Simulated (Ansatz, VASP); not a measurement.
## La3N: VASP beside Ansatz

```xyz
4
Lattice="-2.9194 2.9194 2.9194 2.9194 -2.9194 2.9194 2.9194 2.9194 -2.9194" Properties=species:S:1:pos:R:3 pbc="T T T"
La    2.9194    0.0000    0.0000
La    0.0000    2.9194    0.0000
La    0.0000    0.0000    2.9194
N     0.0000    0.0000    0.0000
```

Alike in both runs: functional PBE; k mesh 12 × 12 × 12; occupations gaussian, width 0.1 eV; no spin polarisation.

Ansatz relaxed the structure, and its values are those at the end. VASP's run is a single point on that final structure, the one shown.

|  | VASP | Ansatz |
| --- | --- | --- |
| version | VASP 6.6.1 | Ansatz 0.2.0 |
| potentials or method | VASP PAW PBE potentials, release 64 (La, N), cutoff 520 eV | scalar-relativistic, plane waves, PAW |
| valence electrons in the cell | 38 | 38 |

```csv
,VASP,Ansatz,Ansatz less VASP
gap on the k mesh at the Fermi level (eV),none,none,-
pressure (GPa),0.0,0.0,+0.04
```

A gap of «none» marks a metal or a gap that the smearing closes.

Neither program's run includes spin-orbit coupling.
